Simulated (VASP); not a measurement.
A run of VASP 6.6.1 is set up as follows.

INCAR

```
SYSTEM = MgCd2TeSe2
PREC     = Accurate       ! precision mode
ENCUT    = 520            ! plane-wave cutoff, eV
EDIFF    = 1E-6           ! SCF threshold, eV
ISMEAR   = 0              ! smearing method
SIGMA    = 0.1            ! smearing width, eV
LREAL    = .False.        ! projectors in reciprocal space
LASPH    = .True.         ! aspherical terms in the spheres
NELM     = 100            ! most SCF steps
ALGO     = Normal         ! electronic algorithm
ISIF     = 2              ! what is computed and relaxed
LWAVE    = .False.        ! write WAVECAR
LCHARG   = .False.        ! write CHGCAR
GGA      = PE             ! functional
NBANDS   = 31             ! bands
```

KPOINTS

```
regular mesh
0
Gamma
  4 4 4
  0 0 0
```

POSCAR

```
MgCd2TeSe2
1.0
    5.6488175796      0.0000000000      0.0000000000
    0.0000000000      5.6488175796      0.0000000000
    0.0000000000      0.0000000000      5.6613792720
Mg Cd Te Se
1 2 1 2
Direct
    0.5000000000      0.5000000000      0.5000000000
    0.0000000000      0.0000000000      0.2582525531
    0.0000000000      0.0000000000      0.7417474469
    0.5000000000      0.5000000000      0.0000000000
    0.0000000000      0.5000000000      0.0000000000
    0.5000000000      0.0000000000      0.0000000000
```

Potentials or basis: VASP PAW PBE potentials, release 64 (Mg, Cd, Te, Se).

Launch:

```bash
$ cat potpaw_PBE.64/Mg/POTCAR potpaw_PBE.64/Cd/POTCAR potpaw_PBE.64/Te/POTCAR potpaw_PBE.64/Se/POTCAR > POTCAR
$ mpirun -np 1 vasp_std > vasp.out
```

(1) What does it give for the band gap on the k mesh?

(2) Estimate the largest force.

Answers

(1) zero (bands 22 and 23 overlap by 1.39 eV).

(2) 0.037 eV/Å.

Caveat: spin-orbit coupling is left out, which moves the levels of the heavy elements.
